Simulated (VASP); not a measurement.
Set up this calculation in VASP 6.6.1, as the native input.

| Property | Result |
| --- | --- |
| Task | electric field gradients |
| Functional | LDA |
| Potentials or basis | VASP PAW LDA potentials, release 64 (Hg, Te) |
| Cutoff | 520 eV |
| k mesh | 10 × 10 × 10 |
| Occupations | fermi-dirac, width 0.08 eV |
| Spin | no spin polarisation |
| Dipole correction | no |
| Further INCAR settings | ALGO = Normal; EDIFF = 1e-08; NBANDS = 16 |

The structure of HgTe lies in POSCAR:

```
HgTe
1.0
    0.0000000000      2.9215000000      2.9507150000
    2.9215000000      0.0000000000      2.9507150000
    2.9215000000      2.9215000000      0.0000000000
Hg Te
1 1
Direct
    0.0000000000      0.0000000000      0.0000000000
    0.5000000000      0.5000000000      0.5000000000
```

This cell differs from its parent crystal: zz strain of +1 %.

These files were run (other wordings do the same):

INCAR

```
PREC     = Accurate       # precision mode
ENCUT    = 520            # plane-wave cutoff, eV
EDIFF    = 1E-8           # SCF threshold, eV
ISMEAR   = -1             # smearing method
SIGMA    = 0.08           # smearing width, eV
LREAL    = False          # projectors in reciprocal space
LASPH    = True           # aspherical terms in the spheres
NELM     = 60             # most SCF steps
ALGO     = Normal         # electronic algorithm
ISIF     = 2              # what is computed and relaxed
LWAVE    = False          # write WAVECAR
LCHARG   = False          # write CHGCAR
LEFG     = True         
NBANDS   = 16             # bands
```

KPOINTS

```
Automatic mesh
0
Gamma
  10 10 10
```

Potentials or basis: VASP PAW LDA potentials, release 64 (Hg, Te).

Command:

```bash
$ cat potpaw_LDA.64/Hg/POTCAR potpaw_LDA.64/Te/POTCAR > POTCAR
$ mpirun -np 1 vasp_std > vasp.out
```

It gave:

| Item | Value |
| --- | --- |
| Pressure | 3.5 GPa |
| Band gap on the k mesh | zero (band 9 reaches 6.11 eV, above the bottom of band 10 at 2.90 eV) |

Caveat: the cell differs from its parent crystal (zz strain of +1 %); without QUAD_EFG the Cq values of the log hold for a quadrupole moment of 1 mb, not for the nuclei; spin-orbit coupling is left out, which moves the levels of the heavy elements.

Run time: 45 s on 1 thread of Intel(R) Xeon(R) Platinum 8488C (Sapphire Rapids) (shared host), peak memory 0.22 GiB.
